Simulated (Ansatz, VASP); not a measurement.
**Al2Cu: VASP beside Ansatz**

File INCAR:

```
  ALGO = Fast
  EDIFF = 1E-6
  ENCUT = 520
  GGA = PE
  ISIF = 2
  ISMEAR = 0
  LASPH = True
  LCHARG = True
  LELF = True
  LREAL = False
  LVHAR = True
  LWAVE = False
  NBANDS = 16
  NELM = 60
  PREC = Accurate
  SIGMA = 0.15
```

File KPOINTS:

```
k-points
0
Gamma
  14 14 14
```

File POSCAR:

```
Al2Cu
1.0
   -2.0276302982      2.0276302982      3.0937994815
    2.0276302982     -2.0276302982      3.0937994815
    1.9184486324      1.9184486324     -3.0937994815
Al Cu
2 1
Direct
    0.7500000000      0.2500000000      0.5000000000
    0.2500000000      0.7500000000      0.5000000000
    0.5000000000      0.5000000000      0.0000000000
```

Input for Ansatz:

```yaml
crystal:
  lattice:
    - [-2.0276302982, 2.0276302982, 3.0937994815]
    - [2.0276302982, -2.0276302982, 3.0937994815]
    - [1.9184486324, 1.9184486324, -3.0937994815]
  atoms:
    - { symbol: Al, position: [0.75, 0.25, 0.5] }
    - { symbol: Al, position: [0.25, 0.75, 0.5] }
    - { symbol: Cu, position: [0.5, 0.5, 0.0] }
basis:
  ecutwfc: 520.0
kpoints:
  mp_grid: { grid: [14, 14, 14] }
hamiltonian:
  xc: pbe
  pseudopotentials: { kind: paw, azcp: { folder: soft_1 } }
scf:
  occupations: { method: gaussian, width: 0.15 }
output:
  forces: true
  stress: true
  eigenvalues: true
```

Change from the starting cell: strain +e along x and -e along y -0.0267, strain +e along z and -e/2 along x and y +0.0700.

Alike in both runs: task single point; functional PBE; k mesh 14 × 14 × 14; occupations gaussian, width 0.15 eV; no spin polarisation.

|  | VASP | Ansatz |
| --- | --- | --- |
| version | VASP 6.6.1 | Ansatz 0.2.0 |
| potentials or method | VASP PAW PBE potentials, release 64 (Al, Cu), cutoff 520 eV | scalar-relativistic, plane waves, PAW |
| valence electrons in the cell | 17 | 25 |

|  | VASP | Ansatz | Ansatz less VASP |
| --- | --- | --- | --- |
| gap on the k mesh at the Fermi level (eV) | none | none | - |
| pressure (GPa) | 1.3 | 1.2 | -0.17 |
| traceless stress, the component that is largest in VASP (GPa) | -5.45 | -5.52 | -0.069 |

A gap of «none» marks a metal or a gap that the smearing closes. The functional is the same, so the differences come from potentials, cutoffs and numerics. VASP's potentials hold 17 valence electrons a cell and Ansatz's 25, so a difference there can come from the potentials and not from the codes.
